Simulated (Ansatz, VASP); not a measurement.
TiO2: VASP beside Ansatz

File INCAR:

```
ALGO     = Normal         # electronic algorithm
EDIFF    = 1E-7           # SCF threshold, eV
ENCUT    = 520            # plane-wave cutoff, eV
GGA      = PE             # functional
ISIF     = 2              # what is computed and relaxed
ISMEAR   = 0              # smearing method
LASPH    = True           # aspherical terms in the spheres
LCHARG   = False          # write CHGCAR
LDAU     = True           # DFT+U
LDAUJ    = 0 0          
LDAUL    = 2 -1           # shell
LDAUPRINT= 1            
LDAUTYPE = 2            
LDAUU    = 4 0            # U, eV
LMAXMIX  = 4              # l up to which the mixer works
LREAL    = False          # projectors in reciprocal space
LWAVE    = False          # write WAVECAR
NBANDS   = 33             # bands
NELM     = 150            # most SCF steps
PREC     = Accurate       # precision mode
SIGMA    = 0.05           # smearing width, eV
```

The input KPOINTS:

```
k-points
0
Gamma
  6 6 6
```

POSCAR

```
TiO2
1.0
    2.6701204572     -2.6701946565     -0.0199245427
    2.6701204572      2.6701946565     -0.0199245427
   -2.6338973555      0.0000000000      4.8568563500
Ti O
2 4
Direct
    0.1250069486      0.8749930514      0.2500000000
    0.8749930514      0.1250069486      0.7500000000
    0.3179523568      0.0679756321      0.6359144355
    0.6820476432      0.9320243679      0.3640855645
    0.9320243679      0.6820476432      0.8640855645
    0.0679756321      0.3179523568      0.1359144355
```

Input for Ansatz:

```yaml
crystal:
  lattice:
    - [2.6701204572, -2.6701946565, -0.0199245427]
    - [2.6701204572, 2.6701946565, -0.0199245427]
    - [-2.6338973555, 0.0, 4.85685635]
  atoms:
    - { symbol: Ti, position: [0.1250069486, 0.8749930514, 0.25] }
    - { symbol: Ti, position: [0.8749930514, 0.1250069486, 0.75] }
    - { symbol: O, position: [0.3179523568, 0.0679756321, 0.6359144355] }
    - { symbol: O, position: [0.6820476432, 0.9320243679, 0.3640855645] }
    - { symbol: O, position: [0.9320243679, 0.6820476432, 0.8640855645] }
    - { symbol: O, position: [0.0679756321, 0.3179523568, 0.1359144355] }
basis:
  ecutwfc: 520.0
kpoints:
  mp_grid: { grid: [6, 6, 6] }
hamiltonian:
  xc: pbe
  pseudopotentials: { kind: paw, azcp: { folder: soft_1 } }
  hubbard: { sites: [{ species: Ti, l: d, u_eff: 4.0 }] }
scf:
  occupations: { method: gaussian, width: 0.05 }
output:
  forces: true
  stress: true
  eigenvalues: true
```

Alike in both runs: task single point; functional PBE; k mesh 6 × 6 × 6; occupations gaussian, width 0.05 eV; no spin polarisation; Hubbard terms Ti d U = 4.0 eV.

|  | VASP | Ansatz |
| --- | --- | --- |
| version | VASP 6.6.1 | Ansatz 0.2.0 |
| potentials or method | VASP PAW PBE potentials, release 64 (Ti_sv, O), cutoff 520 eV | scalar-relativistic, plane waves, PAW |
| valence electrons in the cell | 48 | 48 |

|  | VASP | Ansatz | Ansatz less VASP |
| --- | --- | --- | --- |
| gap on the k mesh at the Fermi level (eV) | 2.86 | 2.88 | +0.020 |
| least direct gap on the mesh (eV) | 3.10 | 3.10 | 0.000 |
| pressure (GPa) | 21.7 | 16.8 | -4.89 |
| traceless stress, the component that is largest in VASP (GPa) | 19.70 | 18.65 | -1.046 |
| rms of the force components (eV/Å) | 1.451 | 1.326 | -0.1249 |

The programs project onto different local orbitals, so the same U acts differently, and such runs can settle in different states. Atom by atom the forces differ by 0.125 eV/Å (rms over components).
